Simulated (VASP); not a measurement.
# C (P6/mmm) in VASP: notebook

The runs below take C through single point, relaxation of cell and atoms, with RPBE.

All numbers are computed with VASP 6.6.1; they aren't measurements. Logs are shortened: lines on timing, memory, paths and dates and some standing lists are left out, and cuts for length are marked.

### 1 The cell of the first run

Symmetry: P6/mmm, No. 191, hexagonal system. The conventional cell has a = 7.270 Å, b = 7.270 Å, c = 1.271 Å, α = 90.00°, β = 90.00°, γ = 120.00°. C (site symmetry 6/mmm) has 2 C at 1.27 Å within 1.7 Å. C (site symmetry -6m2) has 2 C at 1.27 Å within 1.7 Å.

### 2 Single point, RPBE (volume scaled by 0.96)

File INCAR:

```
SYSTEM = C
  PREC = Accurate
  ENCUT = 520
  EDIFF = 1E-7
  ISMEAR = -1
  SIGMA = 0.1
  LREAL = .False.
  LASPH = .True.
  NELM = 80
  ALGO = Normal
  ISIF = 2
  LWAVE = .False.
  LCHARG = .False.
  GGA = RP
  NBANDS = 13
```

File KPOINTS:

```
regular mesh
0
Gamma
  6 6 27
  0 0 0
```

File POSCAR:

```
C
1.0
    7.2702049927      0.0000000001      0.0000000000
   -3.6351024964      6.2961822144      0.0000000000
    0.0000000000      0.0000000000      1.2712257642
C
3
Direct
    0.0000000000      1.0000000000      0.0000000000
    0.3333333333      0.6666666667      0.5000000000
    0.6666666667      0.3333333333      0.5000000000
```

Potentials or basis: VASP PAW PBE potentials, release 64 (C).

Run with:

```sh
$ cat potpaw_PBE.64/C/POTCAR > POTCAR
$ mpirun -np 1 vasp_std > vasp.out
```

OUTCAR:

```text
SYSTEM = C
   PREC = Accurate
   ENCUT = 520
   EDIFF = 1E-7
   ISMEAR = -1
   LREAL = .False.
   LASPH = .True.
   NELM = 80
   ISIF = 2
   GGA = RP

 ion  position               nearest neighbor table
   1  0.000  0.000  0.000-
   2  0.333  0.667  0.500-
   3  0.667  0.333  0.500-

  LATTYP: Found a hexagonal cell.
 ALAT       =     7.2702049927
 C/A-ratio  =     0.1748541844

  Lattice vectors:

 A1 = (   7.2702049927,   0.0000000001,   0.0000000000)
 A2 = (  -3.6351024964,   6.2961822144,   0.0000000000)
 A3 = (   0.0000000000,   0.0000000000,   1.2712257642)

Analysis of symmetry for initial positions (statically):
=====================================================================
 Subroutine PRICEL returns:
 Original cell was already a primitive cell.

 Routine SETGRP: Setting up the symmetry group for a
 hexagonal supercell.

 Subroutine GETGRP returns: Found 24 space group operations
 (whereof 24 operations were pure point group operations)
 out of a pool of 24 trial point group operations.

The static configuration has the point symmetry D_6h.

Analysis of symmetry for dynamics (positions and initial velocities):
=====================================================================
 Subroutine PRICEL returns:
 Original cell was already a primitive cell.

 Routine SETGRP: Setting up the symmetry group for a
 hexagonal supercell.

 Subroutine GETGRP returns: Found 24 space group operations
 (whereof 24 operations were pure point group operations)
 out of a pool of 24 trial point group operations.

The dynamic configuration has the point symmetry D_6h.

 Subroutine INISYM returns: Found 24 space group operations
 (whereof 24 operations are pure point group operations),
 and found     1 'primitive' translations

----------------------------------------------------------------------------------------

                                     Primitive cell

  volume of cell :      58.1898

  direct lattice vectors                    reciprocal lattice vectors
     7.270204993  0.000000000  0.000000000     0.137547703  0.079413204  0.000000000
    -3.635102496  6.296182214  0.000000000    -0.000000000  0.158826407  0.000000000
     0.000000000  0.000000000  1.271225764     0.000000000  0.000000000  0.786642332

  length of vectors
     7.270204993  7.270204993  1.271225764     0.158826407  0.158826407  0.786642332

  position of ions in fractional coordinates (direct lattice)
     0.000000000  0.000000000  0.000000000
     0.333333333  0.666666667  0.500000000
     0.666666667  0.333333333  0.500000000

  ion indices of the primitive-cell ions
   primitive index   ion index
                 1           1
                 2           2
                 3           3

----------------------------------------------------------------------------------------

 KPOINTS: regular mesh

Automatic generation of k-mesh.
 Grid dimensions read from file:
 generate k-points for:    6    6   27

 Generating k-lattice:

  Cartesian coordinates                     Fractional coordinates (reciprocal lattice)
     0.022924617  0.013235534  0.000000000     0.166666667  0.000000000  0.000000000
    -0.000000000  0.026471068  0.000000000     0.000000000  0.166666667  0.000000000
     0.000000000  0.000000000  0.029134901     0.000000000  0.000000000  0.037037037

  Length of vectors
     0.026471068  0.026471068  0.029134901

  Shift w.r.t. Gamma in fractional coordinates (k-lattice)
     0.000000000  0.000000000  0.000000000

 Subroutine IBZKPT returns following result:
 ===========================================

 Found     98 irreducible k-points:

 Following reciprocal coordinates:
            Coordinates               Weight
  0.000000  0.000000  0.000000      1.000000
  0.166667  0.000000  0.000000      6.000000
  0.333333  0.000000  0.000000      6.000000
  0.500000  0.000000  0.000000      3.000000
  0.166667  0.166667  0.000000      6.000000
  0.333333  0.166667  0.000000     12.000000
[... 16 lines left out ...]
  0.166667  0.000000  0.111111     12.000000
  0.333333  0.000000  0.111111     12.000000
 [... further k-points ...]
   k-points           NKPTS =     98   k-points in BZ     NKDIM =     98   number of bands    NBANDS=     13
   number of dos      NEDOS =    301   number of ions     NIONS =      3
   total plane-waves  NPLWV =  29160
   dimension x,y,z NGX =    54 NGY =   54 NGZ =   10
   dimension x,y,z NGXF=   108 NGYF=  108 NGZF=   20
   ions per type =               3
   NGX,Y,Z   is equivalent  to a cutoff of  12.35, 12.35, 13.08 a.u.
   NGXF,Y,Z  is equivalent  to a cutoff of  24.70, 24.70, 26.16 a.u.
 SYSTEM =  C
   PREC   = accura    normal or accurate (medium, high low for compatibility)
   ISTART =      0    job   : 0-new  1-cont  2-samecut
   ICHARG =      2    charge: 1-file 2-atom 10-const
   ISPIN  =      1    spin polarized calculation?
   LNONCOLLINEAR =      F non collinear calculations
   LSORBIT =      F    spin-orbit coupling
   LASPH  =      T    aspherical Exc in radial PAW
   ENCUT  =  520.0 eV  38.22 Ry    6.18 a.u.  13.52 13.52  2.36*2*pi/ulx,y,z
   NELM   =     80;   NELMIN=  2; NELMDL= -5     # of ELM steps
   EDIFF  = 0.1E-06   stopping-criterion for ELM
   LREAL  =      F    real-space projection
   EDIFFG = 0.1E-05   stopping-criterion for IOM
   NSW    =      0    number of steps for IOM
   IBRION =     -1    ionic relax: 0-MD 1-quasi-New 2-CG
   NFREE  =      0    steps in history (QN), initial steepest desc. (CG)
   ISIF   =      2    stress and relaxation
   ISYM   =      2    0-nonsym 1-usesym 2-fastsym
   POTIM  = 0.5000    time-step for ionic-motion
   TEBEG  =    0.0;   TEEND  =   0.0 temperature during run
   PSTRESS=    0.0 pullay stress
   NELECT =      12.0000    total number of electrons
   NUPDOWN=      -1.0000    fix difference up-down
   EMIN   =  10.00;   EMAX   =-10.00  energy-range for DOS
   EFERMI =   0.00;   METHOD = LEGACY
   ISMEAR =    -1;   SIGMA  =   0.10  broadening in eV -4-tet -1-fermi 0-gaus
   EFERMI_NEDOS =   21; number of points for ismear=-14 and -15
   IALGO  =     38    algorithm
   IMIX   =      4    mixing-type and parameters
     AMIX     =   0.40;   BMIX     =  1.00
     AMIX_MAG =   1.60;   BMIX_MAG =  1.00
  volume/ion in A,a.u.               =      19.40       130.89
  Fermi-wavevector in a.u.,A,eV,Ry     =   0.967208  1.827757 12.728122  0.935491
  Thomas-Fermi vector in A             =   2.097074
   LORBIT       =      0    0 simple, 1 ext, 2 COOP (PROOUT), +10 PAW based schemes
   GGA     = RP    functional components
   LHFCALC =     F    Hartree Fock is set to
   AEXX    =    0.0000 exact exchange contribution
   IVDW    =     0    specifies the selected vdW correction
   LEPSILON=     F    determine dielectric tensor
   LRPA    =     F    only Hartree local field effects (RPA)
 non-spin polarized calculation
  energy-cutoff  :      520.00
  volume of cell :       58.19
 maximum number of plane-waves:      1619
   NGX = 27   NGY = 27   NGZ =  5

 number of electron      12.0000001 magnetization

 Free energy of the ion-electron system (eV)
  ---------------------------------------------------
  ext. energy  EPLUGINS =         0.00000000
  ---------------------------------------------------
  free energy    TOTEN  =       -23.75580480 eV

  energy without entropy =      -23.71985416  energy(sigma->0) =      -23.73782948

 E-fermi :  -0.6920     XC(G=0):  -6.4104

 val. band max:       -0.7025875237   @ k =   0.1667   0.0000   0.2593
 cond. band min:      -0.6867386223   @ k =   0.3333   0.0000   0.2593
 fundamental gap:      0.0158489014
 Fermi energy:        -0.6919732676

 k-point     1 :       0.0000    0.0000    0.0000
  band No.  band energies     occupation
      1     -17.4414      2.00000
      2     -17.3562      2.00000
      3     -17.3561      2.00000
      4      -6.4814      2.00000
      5      -6.4814      2.00000
      6      -6.4814      2.00000
      7      -6.4814      2.00000
      8      -6.0905      2.00000
      9      -6.0905      2.00000
     10       3.2251      0.00000
     11       6.6333      0.00000
     12       6.6333      0.00000
     13       6.6333      0.00000

 k-point     2 :       0.1667    0.0000    0.0000
  band No.  band energies     occupation
      1     -17.4348      2.00000
      2     -17.3602      2.00000
      3     -17.3588      2.00000
      4      -6.5705      2.00000
      5      -6.5464      2.00000
      6      -6.3792      2.00000
      7      -6.3657      2.00000
      8      -6.1443      2.00000
      9      -6.1020      2.00000
     10       3.4008      0.00000
     11       6.2527      0.00000
     12       6.3101      0.00000
     13       6.6807      0.00000

 k-point     3 :       0.3333    0.0000    0.0000
  band No.  band energies     occupation
      1     -17.4172      2.00000
      2     -17.3735      2.00000
      3     -17.3635      2.00000
      4      -6.6313      2.00000
      5      -6.5275      2.00000
      6      -6.2801      2.00000
      7      -6.2774      2.00000
      8      -6.2566      2.00000
      9      -6.1371      2.00000
     10       3.8923      0.00000
     11       5.4534      0.00000
     12       5.8333      0.00000
     13       6.7586      0.00000

 k-point     4 :       0.5000    0.0000    0.0000
  band No.  band energies     occupation
      1     -17.3943      2.00000
      2     -17.3943      2.00000
      3     -17.3656      2.00000
      4      -6.6528      2.00000
      5      -6.4259      2.00000
      6      -6.4259      2.00000
      7      -6.2119      2.00000
      8      -6.1971      2.00000
      9      -6.1971      2.00000
     10       4.6128      0.00000
     11       4.6128      0.00000
     12       5.6385      0.00000
     13       6.7945      0.00000

 k-point     5 :       0.1667    0.1667    0.0000
  band No.  band energies     occupation
      1     -17.4227      2.00000
      2     -17.3657      2.00000
      3     -17.3657      2.00000
      4      -6.5824      2.00000
      5      -6.5824      2.00000
      6      -6.2912      2.00000
      7      -6.2912      2.00000
      8      -6.2409      2.00000
      9      -6.1214      2.00000
     10       3.7325      0.00000
     11       5.8114      0.00000
     12       5.8114      0.00000
     13       6.7971      0.00000
[... 257 lines left out ...]
 k-point    22 :       0.0000    0.0000    0.1111
  band No.  band energies     occupation
      1     -16.7926      2.00000
      2     -16.7161      2.00000
      3     -16.7160      2.00000
      4      -5.3949      2.00000
      5      -5.3949      2.00000
      6      -5.3948      2.00000
      7      -5.3948      2.00000
      8      -5.0102      2.00000
      9      -5.0102      2.00000
     10       4.1905      0.00000
     11       7.7590      0.00000
     12       7.7590      0.00000
     13       7.7590      0.00000

 k-point    23 :       0.1667    0.0000    0.1111
  band No.  band energies     occupation
      1     -16.7866      2.00000
      2     -16.7197      2.00000
      3     -16.7184      2.00000
      4      -5.4826      2.00000
      5      -5.4589      2.00000
      6      -5.2943      2.00000
      7      -5.2810      2.00000
      8      -5.0633      2.00000
      9      -5.0215      2.00000
     10       4.3688      0.00000
     11       7.3293      0.00000
     12       7.4049      0.00000
     13       7.7996      0.00000

 k-point    24 :       0.3333    0.0000    0.1111
  band No.  band energies     occupation
      1     -16.7708      2.00000
      2     -16.7316      2.00000
      3     -16.7226      2.00000
      4      -5.5424      2.00000
      5      -5.4406      2.00000
      6      -5.1968      2.00000
      7      -5.1945      2.00000
      8      -5.1737      2.00000
      9      -5.0561      2.00000
     10       4.8689      0.00000
     11       6.4776      0.00000
     12       6.8981      0.00000
     13       7.8723      0.00000

 [... further k-points ...]
[... 5 lines left out ...]
  --------------------------------------------------------------------------------------
  -------------------------------------------------------------------------------------
  Total        0.0953694      0.0953694      4.5982733      0.0000000      0.0000000      0.0000000
  in kB        2.6258697      2.6258697    126.6072947      0.0000000      0.0000000      0.0000000
  external PRESSURE =      43.9530113 kB  Pullay stress =       0.0000000 kB

 VOLUME and BASIS-vectors are now :
 -----------------------------------------------------------------------------
  energy-cutoff  :      520.00
  volume of cell :       58.19
      direct lattice vectors                 reciprocal lattice vectors
     7.270204993  0.000000000  0.000000000     0.137547703  0.079413204  0.000000000
    -3.635102496  6.296182214  0.000000000    -0.000000000  0.158826407  0.000000000
     0.000000000  0.000000000  1.271225764     0.000000000  0.000000000  0.786642332

 POSITION                                       TOTAL-FORCE (eV/Angst)
 -----------------------------------------------------------------------------------
      0.00000      0.00000      0.00000         0.000000      0.000000      0.000000
     -0.00000      4.19745      0.63561         0.000000      0.000000      0.000000
      3.63510      2.09873      0.63561        -0.000000     -0.000000     -0.000000
 -----------------------------------------------------------------------------------
    total drift:                               -0.000000      0.000000      0.000000

  FREE ENERGIE OF THE ION-ELECTRON SYSTEM (eV)
  ---------------------------------------------------
  free  energy   TOTEN  =       -23.7558048030 eV

  energy  without entropy=      -23.7198541601  energy(sigma->0) =      -23.73782948
```

Wall time 61 s (1 thread of Intel Xeon Platinum 8259CL at 2.50GHz (Skylake/Cascade Lake), shared host); peak memory 0.2 GiB.

What came out:

| Item | Value |
| --- | --- |
| Free energy | -23.7558 eV |
| Pressure | 4.4 GPa |
| Band gap on the k mesh | zero (band 6 reaches 8.51 eV, above the bottom of band 7 at -6.48 eV) |

Caveat: the cell differs from its parent crystal (volume scaled by 0.96); the PAW data sets were made with another functional, which shifts forces and pressure a little.

### 3 Single point, RPBE (volume scaled by 1.08)

File INCAR:

```
SYSTEM = C
ALGO     = Normal         ! electronic algorithm
EDIFF    = 1E-6           ! SCF threshold, eV
ENCUT    = 520            ! plane-wave cutoff, eV
GGA      = RP             ! functional
ISIF     = 2              ! what is computed and relaxed
ISMEAR   = -1             ! smearing method
LASPH    = .TRUE.         ! aspherical terms in the spheres
LCHARG   = .TRUE.         ! write CHGCAR
LELF     = .TRUE.         ! ELF
LREAL    = .FALSE.        ! projectors in reciprocal space
LVHAR    = .TRUE.       
LWAVE    = .FALSE.        ! write WAVECAR
NBANDS   = 13             ! bands
NELM     = 80             ! most SCF steps
PREC     = Accurate       ! precision mode
SIGMA    = 0.1            ! smearing width, eV
```

File KPOINTS:

```
k-points
0
G
  6 6 27
  0 0 0
```

File POSCAR:

```
C
1.0
    7.5613178978      0.0000000001      0.0000000000
   -3.7806589490      6.5482933856      0.0000000000
    0.0000000000      0.0000000000      1.3221280738
C
3
Direct
    0.0000000000      1.0000000000      0.0000000000
    0.3333333333      0.6666666667      0.5000000000
    0.6666666667      0.3333333333      0.5000000000
```

Potentials or basis: VASP PAW PBE potentials, release 64 (C).

Run with:

```sh
$ cat potpaw_PBE.64/C/POTCAR > POTCAR
$ mpirun -np 1 vasp_std > vasp.out
```

Run time: 44 s. Hardware: 1 thread of Intel Xeon Platinum 8259CL at 2.50GHz (Skylake/Cascade Lake), shared host; peak memory 0.21 GiB.

The run converged. Its results:

| Property | Result |
| --- | --- |
| Free energy | -23.6604 eV |
| Pressure | -7.6 GPa |
| Band gap on the k mesh | zero (band 6 reaches 6.22 eV, above the bottom of band 7 at -6.53 eV) |

Stress tensor (GPa, compression positive):
```
  0.14   0.00   0.00
  0.00   0.14   0.00
  0.00   0.00 -23.20
```

Levels at points of the mesh, in eV from the Fermi level:
```
           k point  band 5  band 6  band 7  band 8  band 9  band 10
(0.00, 0.00, 0.00)   -5.28   -5.28   -5.28   -4.96   -4.96     3.94
(0.50, 0.00, 0.00)   -5.24   -5.24   -5.06   -5.05   -5.05     5.21
```

Caveat: the cell differs from its parent crystal (volume scaled by 1.08); the PAW data sets were made with another functional, which shifts forces and pressure a little.

### 4 Relaxation of cell and atoms, RPBE

This run uses another cell than the first one, of 6.62 Å³/atom, 0.341 times its volume.

File INCAR:

```
PREC     = Accurate       # precision mode
ENCUT    = 600            # plane-wave cutoff, eV
EDIFF    = 1E-6           # SCF threshold, eV
ISMEAR   = -1             # smearing method
SIGMA    = 0.1            # smearing width, eV
LREAL    = False          # projectors in reciprocal space
LASPH    = True           # aspherical terms in the spheres
NELM     = 60             # most SCF steps
ALGO     = Normal         # electronic algorithm
ISIF     = 3              # what is computed and relaxed
LWAVE    = False          # write WAVECAR
LCHARG   = False          # write CHGCAR
GGA      = RP             # functional
IBRION   = 2              # ionic algorithm
NSW      = 80             # ionic steps
EDIFFG   = -0.01          # ionic threshold
```

File KPOINTS:

```
regular mesh
0
Gamma
  11 11 15
```

File POSCAR:

```
C
1.0
    3.3438265309      0.0000000000      0.0000000000
   -1.6719132655      2.8958387216      0.0000000000
    0.0000000000      0.0000000000      2.0497656634
C
3
Direct
    0.0000000000      0.0000000000      0.0000000000
    0.3333333333      0.6666666667      0.5000000000
    0.6666666667      0.3333333333      0.5000000000
```

Run with:

```sh
$ cat potpaw_PBE.64/C/POTCAR > POTCAR
$ mpirun -np 1 vasp_std > vasp.out
```

Run time: 4.5 min. Hardware: 1 thread of Intel Xeon Platinum 8259CL at 2.50GHz (Skylake/Cascade Lake), shared host; peak memory 0.16 GiB.

The run converged. Its results:

| Quantity | Value |
| --- | --- |
| Free energy | -22.2713 eV |
| Relaxed volume | 9.40 Å³/atom |
| Relaxed cell | a = 5.032 Å, b = 5.032 Å, c = 1.285 Å, α = 90.00°, β = 90.00°, γ = 120.00° |
| Space group after relaxing (to 0.05 Å) | P6/mmm (No. 191) |
| Energy gained by relaxing | 2889.1 meV/atom |
| Ionic steps | 22 |
| Pressure after relaxing | 0.0 GPa |
| Band gap on the k mesh | zero (band 6 reaches 12.87 eV, above the bottom of band 7 at -2.85 eV) |

Stress tensor (GPa, compression positive):
```
-0.01  0.00  0.00
 0.00 -0.01  0.00
 0.00  0.00  0.12
```

Step by step:
| step | energy change (eV) | largest force (eV/Å) | pressure (GPa) | volume (Å³) |
| --- | --- | --- | --- | --- |
| 1 | 0.0000 | 0.0000 | 3.31 | 19.85 |
| 2 | -0.0768 | 0.0000 | -0.46 | 20.24 |
| 3 | -0.3634 | 0.0000 | -11.97 | 21.33 |
| 4 | -1.1794 | 0.0000 | -24.23 | 23.12 |
| 5 | -8.3651 | 0.0000 | 11.83 | 24.64 |
| 6 | 550.5568 | 0.0000 | 4418.40 | 15.40 |
| 7 | -8.4227 | 0.0000 | 19.54 | 24.63 |
| 8 | -8.4083 | 0.0000 | 30.17 | 24.61 |
| 9 | -8.4182 | 0.0000 | 31.06 | 24.80 |
| 10 | -8.4212 | 0.0000 | 32.02 | 24.99 |
| 11 | -8.4461 | 0.0000 | 30.10 | 25.14 |
| 12 | -8.5123 | 0.0000 | 24.57 | 25.59 |
| 13 | -8.6084 | 0.0000 | 14.27 | 26.51 |
| 14 | -8.6635 | 0.0000 | -3.41 | 28.42 |
| 15 | -8.6664 | 0.0000 | -0.51 | 28.07 |
| 16 | -8.6664 | 0.0000 | 0.05 | 28.01 |
| 17 | -8.6667 | 0.0000 | 0.12 | 28.03 |
| 18 | -8.6672 | 0.0000 | 0.32 | 28.10 |
| 19 | -8.6668 | 0.0000 | 0.75 | 28.23 |
| 20 | -8.6673 | 0.0000 | 0.45 | 28.13 |
| 21 | -8.6673 | 0.0000 | 0.23 | 28.16 |
| 22 | -8.6674 | 0.0000 | 0.03 | 28.19 |

Final structure:
```cif
data_structure
_symmetry_space_group_name_H-M 'P 1'
_symmetry_Int_Tables_number 1
_cell_length_a 5.0318
_cell_length_b 5.0318
_cell_length_c 1.2854
_cell_angle_alpha 90.000
_cell_angle_beta 90.000
_cell_angle_gamma 120.000
_cell_volume 28.19
loop_
_atom_site_label
_atom_site_type_symbol
_atom_site_fract_x
_atom_site_fract_y
_atom_site_fract_z
_atom_site_occupancy
C1 C 0.00000 0.00000 0.00000 1
C2 C 0.33333 0.66667 0.50000 1
C3 C 0.66667 0.33333 0.50000 1
```

Levels at points of the mesh, in eV from the Fermi level:
| k point | band 5 | band 6 | band 7 | band 8 | band 9 | band 10 |
| --- | --- | --- | --- | --- | --- | --- |
| (0.00, 0.00, 0.00) | -6.33 | -6.32 | -6.32 | -2.94 | -2.94 | 8.10 |

Caveat: the volume moved by over 15 % at a fixed basis, so the end points are rough; the PAW data sets were made with another functional, which shifts forces and pressure a little.

(Part 1 of 2 ends here.)
